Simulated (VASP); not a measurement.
BeSe:

```xyz
2
Lattice="0.0000 2.5201 2.5201 2.5201 0.0000 2.5201 2.5201 2.5201 0.0000" Properties=species:S:1:pos:R:3 pbc="T T T"
Be    0.0000    0.0000    0.0000
Se    1.2601    1.2601    1.2601
```

```yaml
Program: VASP 6.6.1
Task: relaxation of cell and atoms
Functional: PBE
Potentials_or_basis: VASP PAW PBE potentials, release 64 (Be, Se)
Cutoff: 600 eV
k_mesh: 10 × 10 × 10
Occupations: fermi-dirac, width 0.0302 eV
Spin: no spin polarisation
```

At the start: pressure 7.3 GPa; volume 16.01 Å³/atom.

Problem. How do energy, volume and symmetry change on relaxing?

Solution. Over 3 steps the energy falls by 29.7 meV/atom and the volume is 17.39 Å³/atom (+8.6 %); space group F-43m (No. 216, to 0.05 Å).

The path:
| step | energy change (eV) | largest force (eV/Å) | pressure (GPa) | volume (Å³) |
| --- | --- | --- | --- | --- |
| 1 | 0.0000 | 0.0000 | 7.34 | 32.01 |
| 2 | -0.0558 | 0.0000 | -1.52 | 35.53 |
| 3 | -0.0594 | 0.0000 | 0.02 | 34.78 |

Final structure:
```
Be Se
1.0
     0.00000    2.59068    2.59068
     2.59068    0.00000    2.59068
     2.59068    2.59068    0.00000
Be Se
1 1
Direct
  0.00000 0.00000 0.00000
  0.25000 0.25000 0.25000
```
